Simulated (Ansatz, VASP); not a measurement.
## BeS: VASP beside Ansatz

```
Be S
1.0
     0.00000    2.31730    2.31730
     2.31730    0.00000    2.31730
     2.31730    2.31730    0.00000
Be S
1 1
Direct
  0.00000 0.00000 0.00000
  0.50000 0.50000 0.50000
```

Alike in both runs: task single point; functional HSE06; k mesh 6 × 6 × 6; no spin polarisation.

|  | VASP | Ansatz |
| --- | --- | --- |
| version | VASP 6.6.1 | Ansatz 0.2.0 |
| potentials or method | VASP PAW PBE potentials, release 64 (Be, S) | plane waves, PAW |
| plane-wave cutoff (eV) | 520 | 420 |
| occupations | gaussian, width 0.01 eV | fixed |
| valence electrons in the cell | 8 | 8 |

```csv
,VASP,Ansatz,Ansatz less VASP
gap on the k mesh at the Fermi level (eV),1.74,1.75,+0.011
pressure (GPa),-2.0,-1.7,+0.23
```

Ansatz's warnings: stress exchange threshold loose, stress scf threshold loose.
